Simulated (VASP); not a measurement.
A run of VASP 6.6.1 is set up as follows.

The input INCAR:

```
SYSTEM = BP
ALGO = Normal
EDIFF = 1E-6
ENCUT = 520
GGA = PE
ISIF = 2
ISMEAR = 0
LASPH = .True.
LCHARG = .False.
LREAL = .False.
LWAVE = .False.
NBANDS = 11
NELM = 80
PREC = Accurate
SIGMA = 0.01
```

The input KPOINTS:

```
k-points
0
Gamma
  6 6 6
  0 0 0
```

POSCAR

```
BP
1.0
    0.0000000000      2.2683155501      2.2683155501
    2.2683155501      0.0000000000      2.2683155501
    2.2683155501      2.2683155501      0.0000000000
B P
1 1
Direct
    0.0000000000      0.0000000000      0.0000000000
    0.2500000000      0.2500000000      0.2500000000
```

Potentials or basis: VASP PAW PBE potentials, release 64 (B, P).

Command:

```sh
$ cat potpaw_PBE.64/B/POTCAR potpaw_PBE.64/P/POTCAR > POTCAR
$ mpirun -np 1 vasp_std > vasp.out
```

Question: Predict the band gap on the k mesh.

Answer: 1.33 eV, indirect (least direct gap 3.40 eV).

Question: What does it give for the pressure?

Answer: 1.2 GPa.

A k mesh can miss the band edges.
